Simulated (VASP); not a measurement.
A run of VASP 6.6.1 is set up as follows.

File INCAR:

```
  ALGO = Normal
  EDIFF = 1E-6
  ENCUT = 600
  GGA = PS
  GGA_COMPAT = False
  ISIF = 2
  ISMEAR = 0
  LASPH = True
  LCHARG = False
  LREAL = False
  LWAVE = False
  NBANDS = 8
  NELM = 120
  PREC = Accurate
  SIGMA = 0.1
```

Contents of KPOINTS:

```
k-points
0
Gamma
  10 10 10
```

POSCAR

```
N
1.0
    1.8769867339      0.0000000000      0.0000000000
    0.0000000000      1.8769867339      0.0000000000
    0.0000000000      0.0000000000      1.8770039392
N
1
Direct
    0.0000000000      0.0000000000      0.0000000000
```

Potentials or basis: VASP PAW PBE potentials, release 64 (N).

The run is started by

```bash
$ cat potpaw_PBE.64/N/POTCAR > POTCAR
$ mpirun -np 1 vasp_std > vasp.out
```

Question: Estimate the band gap on the k mesh.

Answer: Zero (an odd number of electrons rules out a gap without spin polarisation).

Question: Predict the pressure.

Answer: -17.2 GPa.

Caveat: the cell stands under tension; the PAW data sets were made with another functional, which shifts forces and pressure a little.
